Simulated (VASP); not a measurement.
The system is AlRu (WC type).

```
Ru Al
1.0
     3.34886    0.00000    0.00000
    -1.67443    2.90019    0.00000
     0.00000    0.00000    3.28188
Ru Al
1 1
Direct
  0.00000 0.00000 0.00000
  0.33333 0.66667 0.50000
```

* Program: VASP 6.6.1
* Task: relaxation of cell and atoms
* Functional: PBE
* Potentials or basis: VASP PAW PBE potentials, release 64 (Ru_pv, Al)
* Cutoff: 600 eV
* k mesh: 13 × 13 × 12
* Occupations: fermi-dirac, width 0.05 eV
* Spin: no spin polarisation

At the start: pressure -8.8 GPa; volume 15.94 Å³/atom.

How do energy, volume and symmetry change on relaxing?

Over 10 steps the energy falls by 217.2 meV/atom and the volume is 14.13 Å³/atom (-11.4 %); space group P-6m2 (No. 187, to 0.05 Å).

Step by step:
```
step  energy change (eV)  largest force (eV/Å)  pressure (GPa)  volume (Å³)
   1              0.0000                0.0000           -8.84        31.87
   2             -0.0879                0.0000           10.84        27.96
   3             -0.1123                0.0000            3.55        29.10
   4             -0.1921                0.0000            1.91        28.98
   5             -0.4337                0.0000            1.28        28.08
   6             -0.4333                0.0000            1.42        28.04
   7             -0.4282                0.0000           -3.54        28.82
   8             -0.4344                0.0000           -0.08        28.26
   9             -0.4344                0.0000           -0.05        28.26
  10             -0.4344                0.0000            0.02        28.26
```

Final structure:
```xyz
2
Lattice="2.8958 0.0000 0.0000 -1.4479 2.5078 0.0000 0.0000 0.0000 3.8907" Properties=species:S:1:pos:R:3 pbc="T T T"
Ru    2.8958    0.0000    0.0000
Al    0.0000    1.6719    1.9454
```
